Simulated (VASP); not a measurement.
# Al2Cl (Fm-3m) in VASP: notebook, part 2 of 2

VASP 6.6.1.

### Step 4. Relaxation of cell and atoms, PBE

Contents of INCAR:

```
  ALGO = Normal
  EDIFF = 1E-6
  EDIFFG = -0.04
  ENCUT = 600
  GGA = PE
  IBRION = 2
  ISIF = 3
  ISMEAR = 0
  LASPH = T
  LCHARG = F
  LREAL = F
  LWAVE = F
  NELM = 60
  NSW = 90
  PREC = Accurate
  SIGMA = 0.1
```

Contents of KPOINTS:

```
k-points
0
Gamma
  6 6 6
```

Contents of POSCAR:

```
Al2Cl
1.0
    0.0000000000      3.1348398400      3.1348398400
    3.1348398400      0.0000000000      3.1348398400
    3.1348398400      3.1348398400      0.0000000000
Al Cl
2 1
Direct
    0.2500000000      0.2500000000      0.2500000000
    0.7500000000      0.7500000000      0.7500000000
    0.5000000000      0.5000000000      0.5000000000
```

Potentials or basis: VASP PAW PBE potentials, release 64 (Al, Cl).

The run is started by

```
> cat potpaw_PBE.64/Al/POTCAR potpaw_PBE.64/Cl/POTCAR > POTCAR
> mpirun -np 1 vasp_std > vasp.out
```

OUTCAR:

```text
EDIFF = 1E-6
   EDIFFG = -0.04
   ENCUT = 600
   GGA = PE
   IBRION = 2
   ISIF = 3
   ISMEAR = 0
   LASPH = T
   LREAL = F
   NELM = 60
   NSW = 90
   PREC = Accurate

 ion  position               nearest neighbor table
   1  0.250  0.250  0.250-   3 2.71   3 2.71   3 2.71   3 2.71   2 3.13   2 3.13   2 3.13   2 3.13
                             2 3.13   2 3.13
   2  0.750  0.750  0.750-   3 2.71   3 2.71   3 2.71   3 2.71   1 3.13   1 3.13   1 3.13   1 3.13
                             1 3.13   1 3.13
   3  0.500  0.500  0.500-   1 2.71   2 2.71   1 2.71   1 2.71   1 2.71   2 2.71   2 2.71   2 2.71

  LATTYP: Found a face centered cubic cell.
 ALAT       =     6.2696796800

  Lattice vectors:

 A1 = (   0.0000000000,   3.1348398400,   3.1348398400)
 A2 = (   3.1348398400,   0.0000000000,   3.1348398400)
 A3 = (   3.1348398400,   3.1348398400,   0.0000000000)

Analysis of symmetry for initial positions (statically):
=====================================================================
 Subroutine PRICEL returns:
 Original cell was already a primitive cell.

 Routine SETGRP: Setting up the symmetry group for a
 face centered cubic supercell.

 Subroutine GETGRP returns: Found 48 space group operations
 (whereof 48 operations were pure point group operations)
 out of a pool of 48 trial point group operations.

The static configuration has the point symmetry O_h .

Analysis of symmetry for dynamics (positions and initial velocities):
=====================================================================
 Subroutine PRICEL returns:
 Original cell was already a primitive cell.

[... 145 lines left out ...]
  ext. energy  EPLUGINS =         0.00000000
  ---------------------------------------------------
  free energy    TOTEN  =        -7.21015835 eV

  energy without entropy =       -7.20038233  energy(sigma->0) =       -7.20527034

 E-fermi :   5.9381     XC(G=0):  -9.4125

 val. band max:        5.9275779052   @ k =   0.5000   0.1667   0.0000
 cond. band min:       5.9529480776   @ k =   0.5000   0.0000   0.0000
 fundamental gap:      0.0253701724
 Fermi energy:         5.9380954933

 k-point     1 :       0.0000    0.0000    0.0000
  band No.  band energies     occupation
      1     -11.7642      2.00000
      2       0.1168      2.00000
      3       0.1168      2.00000
      4       0.1168      2.00000
      5       0.1637      2.00000
      6       6.0959      0.02565
      7       6.0959      0.02565
      8       6.0959      0.02565
      9       7.2550      0.00000
     10      10.6088      0.00000
[... 303 lines left out ...]
--------------------------------------- Ionic step        4  -------------------------------------------

 number of electron      13.0000002 magnetization

 Free energy of the ion-electron system (eV)
  ---------------------------------------------------
  ext. energy  EPLUGINS =         0.00000000
  ---------------------------------------------------
  free energy    TOTEN  =        -7.83951829 eV

  energy without entropy =       -7.83338276  energy(sigma->0) =       -7.83645052

 E-fermi :   3.6194     XC(G=0):  -8.2352

 val. band max:        3.4933679201   @ k =   0.5000   0.3333   0.1667
 cond. band min:       3.6973867199   @ k =   0.5000   0.1667   0.0000
 fundamental gap:      0.2040187998
 Fermi energy:         3.6193819540

 k-point     1 :       0.0000    0.0000    0.0000
  band No.  band energies     occupation
      1     -12.8919      2.00000
      2      -2.1912      2.00000
      3      -1.2487      2.00000
      4      -1.2487      2.00000
      5      -1.2487      2.00000
      6       2.7628      2.00000
      7       3.8266      0.00338
      8       3.8266      0.00338
      9       3.8266      0.00338
     10       7.8158      0.00000
[... 223 lines left out ...]
  FREE ENERGIE OF THE ION-ELECTRON SYSTEM (eV)
  ---------------------------------------------------
  free  energy   TOTEN  =        -7.8395182864 eV

  energy  without entropy=       -7.8333827588  energy(sigma->0) =       -7.83645052

 reached required accuracy - stopping structural energy minimisation
```

CONTCAR:

```text
Al2Cl
   1.00000000000000
    -0.0000000000000000    3.4782570398688031    3.4782570398688031
     3.4782570398688031    0.0000000000000000    3.4782570398688031
     3.4782570398688031    3.4782570398688031   -0.0000000000000000
  Al              Cl
     2     1
Direct
     0.2500000000000000    0.2500000000000000    0.2500000000000000
     0.7500000000000000    0.7500000000000000    0.7500000000000000
     0.5000000000000000    0.5000000000000000    0.5000000000000000

  0.00000000E+00  0.00000000E+00  0.00000000E+00
  0.00000000E+00  0.00000000E+00  0.00000000E+00
  0.00000000E+00  0.00000000E+00  0.00000000E+00
```

It took 21 s on 1 thread of Intel Xeon 6975P-C (Granite Rapids), shared host; peak memory 0.2 GiB.

What came out:

```yaml
Free_energy: -7.8395 eV
Relaxed_volume: 28.05 Å³/atom
Relaxed_cell: a = 4.919 Å, b = 4.919 Å, c = 4.919 Å, α = 60.00°, β = 60.00°, γ = 60.00°
Space_group_after_relaxing_to_0.05_Å: Fm-3m (No. 225)
Energy_gained_by_relaxing: 209.8 meV/atom
Ionic_steps: 4
Pressure_after_relaxing: -0.1 GPa
```

Step by step:
```tsv
step	energy change (eV)	largest force (eV/Å)	pressure (GPa)	volume (Å³)
1	0.0000	0.0000	11.28	61.61
2	-0.5637	0.0000	2.76	75.43
3	-0.6212	0.0000	-0.76	87.08
4	-0.6294	0.0000	-0.11	84.16
```

Final structure:
```cif
data_structure
_symmetry_space_group_name_H-M 'P 1'
_symmetry_Int_Tables_number 1
_cell_length_a 4.9190
_cell_length_b 4.9190
_cell_length_c 4.9190
_cell_angle_alpha 60.000
_cell_angle_beta 60.000
_cell_angle_gamma 60.000
_cell_volume 84.16
loop_
_atom_site_label
_atom_site_type_symbol
_atom_site_fract_x
_atom_site_fract_y
_atom_site_fract_z
_atom_site_occupancy
Al1 Al 0.25000 0.25000 0.25000 1
Al2 Al 0.75000 0.75000 0.75000 1
Cl1 Cl 0.50000 0.50000 0.50000 1
```

Caveat: the volume moved by over 15 % at a fixed basis, so the end points are rough; an odd number of electrons without spin polarisation forces a metal; a magnetic or distorted state may lie lower.

### Step 5. Overview

```tsv
task	cell	cutoff (eV)	gap on the mesh (eV)	pressure (GPa)
single point	a = 4.433 Å, angles 60.0°, 3 atoms	520	none	11.3
single point	a = 4.894 Å, angles 60.0°, 3 atoms	520	none	0.2
relaxation of cell and atoms	relaxed from a = 4.433 Å, angles 60.0°, 3 atoms	600	none	-0.1
```

Alike in all rows: level PBE; potentials or basis VASP PAW PBE potentials, release 64 (Al, Cl); no spin polarisation; k mesh 6 × 6 × 6; smearing gaussian 0.1 eV.

Caveats: an odd number of electrons without spin polarisation forces a metal; a magnetic or distorted state may lie lower; the volume moved by over 15 % at a fixed basis, so the end points are rough (some runs).

Total energies depend on the potentials used, so only differences within one code and one set of settings carry meaning.
